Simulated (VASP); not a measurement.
# InSe (P6_3/mmc) in VASP: notebook

Runs on InSe. Level: PBEsol. Tasks: single point.

Everything below comes from runs of VASP 6.6.1. Logs are shortened: lines on timing, memory, paths and dates and some standing lists are left out, and cuts for length are marked.

### Step 1. The cell of the first run

The structure is hexagonal, space group P6_3/mmc (No. 194). The conventional cell has a = 3.956 Å, b = 3.956 Å, c = 16.384 Å, α = 90.00°, β = 90.00°, γ = 120.00°. In (site symmetry 3m) has 3 Se at 2.63 Å and 1 In at 2.75 Å within 3.5 Å. Within 3.5 Å of Se (site symmetry 3m) lie 3 In at 2.63 Å.

### Step 2. Single point, PBEsol (27.76 Å³/atom)

File INCAR:

```
SYSTEM = InSe
PREC = Accurate ; ENCUT = 520
EDIFF = 1E-6 ; ISMEAR = 0
SIGMA = 0.02 ; LREAL = .False.
LASPH = .True. ; NELM = 60
ALGO = Normal ; ISIF = 2
LWAVE = .False. ; LCHARG = .False.
GGA = PS ; NBANDS = 48
```

File KPOINTS:

```
Automatic mesh
0
Gamma
  12 12 2
  0 0 0
```

File POSCAR:

```
InSe
1.0
    3.9563941126      0.0000000000      0.0000000000
   -1.9781970563      3.4263378089      0.0000000000
    0.0000000000      0.0000000000     16.3840924709
In Se
4 4
Direct
    0.3333333333      0.6666666667      0.1660176250
    0.6666666667      0.3333333333      0.6660176250
    0.3333333333      0.6666666667      0.3339823750
    0.6666666667      0.3333333333      0.8339823750
    0.3333333333      0.6666666667      0.5870476777
    0.6666666667      0.3333333333      0.0870476777
    0.3333333333      0.6666666667      0.9129523223
    0.6666666667      0.3333333333      0.4129523223
```

Potentials or basis: VASP PAW PBE potentials, release 64 (In_d, Se).

Started as:

```
cat potpaw_PBE.64/In_d/POTCAR potpaw_PBE.64/Se/POTCAR > POTCAR
mpirun -np 1 vasp_std > vasp.out
```

OUTCAR:

```text
SYSTEM = InSe
   PREC = Accurate
   ENCUT = 520
   EDIFF = 1E-6
   ISMEAR = 0
   LREAL = .False.
   LASPH = .True.
   NELM = 60
   ISIF = 2
   GGA = PS

 ion  position               nearest neighbor table
   1  0.333  0.667  0.166-   6 2.63   6 2.63   6 2.63   3 2.75
   2  0.667  0.333  0.666-   5 2.63   5 2.63   5 2.63   4 2.75
   3  0.333  0.667  0.334-   8 2.63   8 2.63   8 2.63   1 2.75
   4  0.667  0.333  0.834-   7 2.63   7 2.63   7 2.63   2 2.75
   5  0.333  0.667  0.587-   2 2.63   2 2.63   2 2.63
   6  0.667  0.333  0.087-   1 2.63   1 2.63   1 2.63
   7  0.333  0.667  0.913-   4 2.63   4 2.63   4 2.63
   8  0.667  0.333  0.413-   3 2.63   3 2.63   3 2.63

  LATTYP: Found a hexagonal cell.
 ALAT       =     3.9563941126
 C/A-ratio  =     4.1411679435

  Lattice vectors:

 A1 = (   3.9563941126,   0.0000000000,   0.0000000000)
 A2 = (  -1.9781970563,   3.4263378089,   0.0000000000)
 A3 = (   0.0000000000,   0.0000000000,  16.3840924709)

Analysis of symmetry for initial positions (statically):
=====================================================================
 Subroutine PRICEL returns:
 Original cell was already a primitive cell.

 Routine SETGRP: Setting up the symmetry group for a
 hexagonal supercell.

 Subroutine GETGRP returns: Found 24 space group operations
 (whereof 12 operations were pure point group operations)
 out of a pool of 24 trial point group operations.

The static configuration has the point symmetry D_3d.
 The point group associated with its full space group is D_6h.

Analysis of symmetry for dynamics (positions and initial velocities):
=====================================================================
 Subroutine PRICEL returns:
 Original cell was already a primitive cell.

 Routine SETGRP: Setting up the symmetry group for a
 hexagonal supercell.

 Subroutine GETGRP returns: Found 24 space group operations
 (whereof 12 operations were pure point group operations)
 out of a pool of 24 trial point group operations.

The dynamic configuration has the point symmetry D_3d.
 The point group associated with its full space group is D_6h.

 Subroutine INISYM returns: Found 24 space group operations
 (whereof 12 operations are pure point group operations),
 and found     1 'primitive' translations

----------------------------------------------------------------------------------------

                                     Primitive cell

  volume of cell :     222.1018

  direct lattice vectors                    reciprocal lattice vectors
     3.956394113  0.000000000  0.000000000     0.252755406  0.145928402  0.000000000
    -1.978197056  3.426337809  0.000000000     0.000000000  0.291856803  0.000000000
     0.000000000  0.000000000 16.384092471     0.000000000  0.000000000  0.061034812

  length of vectors
     3.956394113  3.956394113 16.384092471     0.291856803  0.291856803  0.061034812

  position of ions in fractional coordinates (direct lattice)
     0.333333333  0.666666667  0.166017625
     0.666666667  0.333333333  0.666017625
     0.333333333  0.666666667  0.333982375
     0.666666667  0.333333333  0.833982375
     0.333333333  0.666666667  0.587047678
     0.666666667  0.333333333  0.087047678
     0.333333333  0.666666667  0.912952322
     0.666666667  0.333333333  0.412952322

  ion indices of the primitive-cell ions
   primitive index   ion index
                 1           1
                 2           2
                 3           3
                 4           4
                 5           5
                 6           6
                 7           7
                 8           8

----------------------------------------------------------------------------------------

 KPOINTS: Automatic mesh

Automatic generation of k-mesh.
 Grid dimensions read from file:
 generate k-points for:   12   12    2

 Generating k-lattice:

  Cartesian coordinates                     Fractional coordinates (reciprocal lattice)
     0.021062950  0.012160700  0.000000000     0.083333333  0.000000000  0.000000000
     0.000000000  0.024321400  0.000000000     0.000000000  0.083333333  0.000000000
     0.000000000  0.000000000  0.030517406     0.000000000  0.000000000  0.500000000

  Length of vectors
     0.024321400  0.024321400  0.030517406

  Shift w.r.t. Gamma in fractional coordinates (k-lattice)
     0.000000000  0.000000000  0.000000000

 Subroutine IBZKPT returns following result:
 ===========================================

 Found     38 irreducible k-points:

 Following reciprocal coordinates:
            Coordinates               Weight
  0.000000  0.000000  0.000000      1.000000
  0.083333  0.000000  0.000000      6.000000
  0.166667  0.000000  0.000000      6.000000
  0.250000  0.000000  0.000000      6.000000
  0.333333 -0.000000  0.000000      6.000000
  0.416667  0.000000  0.000000      6.000000
[... 16 lines left out ...]
  0.250000  0.000000  0.500000      6.000000
  0.333333 -0.000000  0.500000      6.000000
 [... further k-points ...]
   k-points           NKPTS =     38   k-points in BZ     NKDIM =     38   number of bands    NBANDS=     48
   number of dos      NEDOS =    301   number of ions     NIONS =      8
   total plane-waves  NPLWV = 113400
   dimension x,y,z NGX =    30 NGY =   30 NGZ =  126
   dimension x,y,z NGXF=    60 NGYF=   60 NGZF=  252
   ions per type =               4   4
   NGX,Y,Z   is equivalent  to a cutoff of  12.61, 12.61, 12.78 a.u.
   NGXF,Y,Z  is equivalent  to a cutoff of  25.21, 25.21, 25.57 a.u.
 SYSTEM =  InSe
   PREC   = accura    normal or accurate (medium, high low for compatibility)
   ISTART =      0    job   : 0-new  1-cont  2-samecut
   ICHARG =      2    charge: 1-file 2-atom 10-const
   ISPIN  =      1    spin polarized calculation?
   LNONCOLLINEAR =      F non collinear calculations
   LSORBIT =      F    spin-orbit coupling
   LASPH  =      T    aspherical Exc in radial PAW
   ENCUT  =  520.0 eV  38.22 Ry    6.18 a.u.   7.36  7.36 30.46*2*pi/ulx,y,z
   NELM   =     60;   NELMIN=  2; NELMDL= -5     # of ELM steps
   EDIFF  = 0.1E-05   stopping-criterion for ELM
   LREAL  =      F    real-space projection
   EDIFFG = 0.1E-04   stopping-criterion for IOM
   NSW    =      0    number of steps for IOM
   IBRION =     -1    ionic relax: 0-MD 1-quasi-New 2-CG
   NFREE  =      0    steps in history (QN), initial steepest desc. (CG)
   ISIF   =      2    stress and relaxation
   ISYM   =      2    0-nonsym 1-usesym 2-fastsym
   POTIM  = 0.5000    time-step for ionic-motion
   TEBEG  =    0.0;   TEEND  =   0.0 temperature during run
   PSTRESS=    0.0 pullay stress
   NELECT =      76.0000    total number of electrons
   NUPDOWN=      -1.0000    fix difference up-down
   EMIN   =  10.00;   EMAX   =-10.00  energy-range for DOS
   EFERMI =   0.00;   METHOD = LEGACY
   ISMEAR =     0;   SIGMA  =   0.02  broadening in eV -4-tet -1-fermi 0-gaus
   EFERMI_NEDOS =   21; number of points for ismear=-14 and -15
   IALGO  =     38    algorithm
   IMIX   =      4    mixing-type and parameters
     AMIX     =   0.40;   BMIX     =  1.00
     AMIX_MAG =   1.60;   BMIX_MAG =  1.00
  volume/ion in A,a.u.               =      27.76       187.35
  Fermi-wavevector in a.u.,A,eV,Ry     =   1.145061  2.163852 17.839481  1.311165
  Thomas-Fermi vector in A             =   2.281751
   LORBIT       =      0    0 simple, 1 ext, 2 COOP (PROOUT), +10 PAW based schemes
   GGA     = PS    functional components
   LHFCALC =     F    Hartree Fock is set to
   AEXX    =    0.0000 exact exchange contribution
   IVDW    =     0    specifies the selected vdW correction
   LEPSILON=     F    determine dielectric tensor
   LRPA    =     F    only Hartree local field effects (RPA)
 non-spin polarized calculation
 Gauss-broadening in eV      SIGMA  =   0.02
  energy-cutoff  :      520.00
  volume of cell :      222.10
 maximum number of plane-waves:      6043
 NGX is ok and might be reduce to    30
   NGX = 15   NGY = 15   NGZ = 61

 number of electron      75.9999978 magnetization

 Free energy of the ion-electron system (eV)
  ---------------------------------------------------
  ext. energy  EPLUGINS =         0.00000000
  ---------------------------------------------------
  free energy    TOTEN  =       -31.13051521 eV

  energy without entropy =      -31.13051521  energy(sigma->0) =      -31.13051521

 E-fermi :   4.5586     XC(G=0):  -9.3597

 val. band max:        4.4716083555   @ k =   0.0000   0.0000   0.0000
 cond. band min:       4.8981394160   @ k =   0.0000   0.0000   0.0000
 fundamental gap:      0.4265310605
 Fermi energy:         4.5586354376

 k-point     1 :       0.0000    0.0000    0.0000
  band No.  band energies     occupation
      1     -10.3453      2.00000
      2     -10.3443      2.00000
      3     -10.1343      2.00000
      4     -10.1343      2.00000
      5     -10.1336      2.00000
      6     -10.1336      2.00000
[... 40 lines left out ...]
     47       9.4044      0.00000
     48       9.9123      0.00000

 k-point     2 :       0.0833    0.0000    0.0000
  band No.  band energies     occupation
      1     -10.3453      2.00000
      2     -10.3444      2.00000
      3     -10.1727      2.00000
      4     -10.1638      2.00000
      5     -10.1331      2.00000
      6     -10.1324      2.00000
[... 40 lines left out ...]
     47       9.3494      0.00000
     48       9.6524      0.00000

 k-point     3 :       0.1667    0.0000    0.0000
  band No.  band energies     occupation
      1     -10.3528      2.00000
      2     -10.3508      2.00000
      3     -10.2456      2.00000
      4     -10.2266      2.00000
      5     -10.1810      2.00000
      6     -10.1564      2.00000
[... 1060 lines left out ...]
     47       9.0915      0.00000
     48       9.0915      0.00000

 k-point    24 :       0.3333   -0.0000    0.5000
  band No.  band energies     occupation
      1     -10.4454      2.00000
      2     -10.4454      2.00000
      3     -10.3280      2.00000
      4     -10.3280      2.00000
      5     -10.2806      2.00000
      6     -10.2806      2.00000
[... 40 lines left out ...]
     47       9.0458      0.00000
     48       9.0458      0.00000

 [... further k-points ...]
[... 5 lines left out ...]
  --------------------------------------------------------------------------------------
  -------------------------------------------------------------------------------------
  Total        2.3420627      2.3420627      2.2877503      0.0000000     -0.0000000      0.0000000
  in kB       16.8949530     16.8949530     16.5031591      0.0000000     -0.0000000      0.0000000
  external PRESSURE =      16.7643550 kB  Pullay stress =       0.0000000 kB

 VOLUME and BASIS-vectors are now :
 -----------------------------------------------------------------------------
  energy-cutoff  :      520.00
  volume of cell :      222.10
      direct lattice vectors                 reciprocal lattice vectors
     3.956394113  0.000000000  0.000000000     0.252755406  0.145928402  0.000000000
    -1.978197056  3.426337809  0.000000000     0.000000000  0.291856803  0.000000000
     0.000000000  0.000000000 16.384092471     0.000000000  0.000000000  0.061034812

 POSITION                                       TOTAL-FORCE (eV/Angst)
 -----------------------------------------------------------------------------------
     -0.00000      2.28423      2.72005         0.000000      0.000000      0.025623
      1.97820      1.14211     10.91209         0.000000     -0.000000      0.025623
     -0.00000      2.28423      5.47200        -0.000000      0.000000     -0.025623
      1.97820      1.14211     13.66404        -0.000000     -0.000000     -0.025623
     -0.00000      2.28423      9.61824         0.000000     -0.000000     -0.022450
      1.97820      1.14211      1.42620        -0.000000      0.000000     -0.022450
     -0.00000      2.28423     14.95790         0.000000      0.000000      0.022450
      1.97820      1.14211      6.76585        -0.000000      0.000000      0.022450
 -----------------------------------------------------------------------------------
    total drift:                               -0.000000      0.000000      0.000000

  FREE ENERGIE OF THE ION-ELECTRON SYSTEM (eV)
  ---------------------------------------------------
  free  energy   TOTEN  =       -31.1305152119 eV

  energy  without entropy=      -31.1305152119  energy(sigma->0) =      -31.13051521
```

Run time: 6.1 min. Hardware: 1 thread of AMD EPYC 7R13 (Zen 3), shared host; peak memory 0.49 GiB.

What came out:

```
Free energy            : -31.1305 eV
Pressure               : 1.7 GPa
Largest force          : 0.026 eV/Å
Band gap on the k mesh : 0.43 eV
```

Forces on the atoms (eV/Å):
```
In   0.000  0.000  0.026
In   0.000  0.000  0.026
In   0.000  0.000 -0.026
In   0.000  0.000 -0.026
Se   0.000  0.000 -0.022
Se   0.000  0.000 -0.022
Se   0.000  0.000  0.022
Se   0.000  0.000  0.022
```

Caveat: the PAW data sets were made with another functional, which shifts forces and pressure a little; spin-orbit coupling is left out, which moves the levels of the heavy elements; this functional lacks dispersion, which binds layers or chains, so the pressure and a relaxed spacing across them are unreliable.

(Continued in part 2 of 2.)
